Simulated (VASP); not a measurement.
The system is MnS.

```
Mn S
1.0
     0.00000    2.80000    2.80000
     2.80000    0.00000    2.80000
     2.80000    2.80000    0.00000
Mn S
1 1
Direct
  0.00000 0.00000 0.00000
  0.25000 0.25000 0.25000
```

Base run:

| Quantity | Value |
| --- | --- |
| Program | VASP 6.6.1 |
| Functional | pbesol exchange, lyp correlation |
| Potentials or basis | VASP PAW PBE potentials, release 64 (Mn_pv, S) |
| Cutoff | 500 eV |
| k mesh | 7 × 7 × 7 |
| Occupations | gaussian, width 0.2 eV |
| Spin | collinear spin, ferromagnetic start |
| Starting moments | [3.94, 0.01] μB |
| Fixed moment | 4 μB |

Its results: pressure -6.4 GPa; site moments Mn +3.72; S -0.01 μB.

Question: The run is repeated on the same cell with these changes: fixed moment from 4 μB to 2.4 μB; moments at the start from [3.94, 0.01] to [2.57, -0.11]. What comes out?

Answer: Pressure -15.0 GPa; site moments Mn +2.42; S -0.10 μB.

Caveats: the cell stands under tension; the PAW data sets were made with another functional, which shifts forces and pressure a little; the total moment is fixed, so each spin has its own Fermi level; a cell with one magnetic atom can't hold antiferromagnetic order, which such compounds often take.
